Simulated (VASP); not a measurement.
Crystal: Ni.

```xyz
2
Lattice="2.4480 0.0000 0.0000 -1.2240 2.1200 0.0000 0.0000 0.0000 4.0728" Properties=species:S:1:pos:R:3 pbc="T T T"
Ni    0.0000    1.4134    1.0182
Ni    1.2240    0.7067    3.0546
```

This isn't the form of Ni at room conditions, which is fcc.

* Program: VASP 6.6.1
* Task: relaxation of cell and atoms
* Functional: LDA
* Potentials or basis: VASP PAW LDA potentials, release 64 (Ni)
* Cutoff: 600 eV
* k mesh: 20 × 20 × 11
* Occupations: fermi-dirac, width 0.1 eV
* Spin: collinear spin, ferromagnetic start
* Starting moments: [1.5, 1.5] μB

At the start: pressure -10.7 GPa; volume 10.57 Å³/atom.

Q: How do energy, volume and symmetry change on relaxing?

A: Over 10 steps the energy falls by 18.8 meV/atom and the volume is 10.07 Å³/atom (-4.8 %); space group P6_3/mmc (No. 194, to 0.1 Å) before and after; moment 1.12 μB per cell.

Step by step:
```
step  energy change (eV)  largest force (eV/Å)  pressure (GPa)  volume (Å³)
   1              0.0000                0.0000          -10.73        21.14
   2              0.0132                0.0000           15.83        19.05
   3             -0.0366                0.0000            0.04        20.13
   4             -0.0367                0.0000            0.31        20.11
   5             -0.0376                0.0000            0.15        20.12
   6             -0.0377                0.0000            0.13        20.12
   7             -0.0377                0.0000            0.14        20.12
   8             -0.0377                0.0000            0.17        20.12
   9             -0.0377                0.0000           -0.19        20.15
  10             -0.0377                0.0000            0.02        20.13
```

Final structure:
```cif
data_structure
_symmetry_space_group_name_H-M 'P 1'
_symmetry_Int_Tables_number 1
_cell_length_a 2.4204
_cell_length_b 2.4204
_cell_length_c 3.9678
_cell_angle_alpha 90.000
_cell_angle_beta 90.000
_cell_angle_gamma 120.000
_cell_volume 20.13
loop_
_atom_site_label
_atom_site_type_symbol
_atom_site_fract_x
_atom_site_fract_y
_atom_site_fract_z
_atom_site_occupancy
Ni1 Ni 0.33333 0.66667 0.25000 1
Ni2 Ni 0.66667 0.33333 0.75000 1
```
